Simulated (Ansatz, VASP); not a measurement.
**Hf2N in VASP and in Ansatz**

```
Hf N
1.0
     5.34849    0.00000    0.00000
     0.00000    5.34849    0.00000
     0.00000    0.00000    3.25972
Hf N
4 2
Direct
  0.29584 0.29584 0.00000
  0.70416 0.70416 0.00000
  0.79584 0.20416 0.50000
  0.20416 0.79584 0.50000
  0.00000 0.00000 0.00000
  0.50000 0.50000 0.50000
```

Change from the starting cell: equal strain along all axes, cell held, atoms relaxed: +1.0 %.

Alike in both runs: functional PBEsol; k mesh 8 × 8 × 12; occupations gaussian, width 0.1 eV; no spin polarisation.

Ansatz relaxed the structure, and its values are those at the end. VASP's run is a single point on that final structure, the one shown.

```csv
,VASP,Ansatz
version,VASP 6.6.1,Ansatz 0.2.0
potentials or method,"VASP PAW PBE potentials, release 64 (Hf_pv, N), cutoff 520 eV","scalar-relativistic, plane waves, PAW"
valence electrons in the cell,50,114
```

VASP gave:

| Quantity | Value |
| --- | --- |
| gap on the k mesh at the Fermi level (eV) | none |
| pressure (GPa) | -6.8 |
| rms of the force components (eV/Å) | 0.007 |

Question: Which values does Ansatz return?

Answer: gap on the k mesh at the Fermi level (eV): none; pressure (GPa): -5.8; rms of the force components (eV/Å): 0.003.

VASP's potentials were made for PBE, not for PBEsol. A gap of «none» marks a metal or a gap that the smearing closes. With one functional, cell and mesh, what is left measures potentials, basis and numerics. VASP's potentials hold 50 valence electrons a cell and Ansatz's 114, so a difference there can come from the potentials and not from the codes. Ansatz's warnings: stress scf threshold loose.

Neither program's run includes spin-orbit coupling.
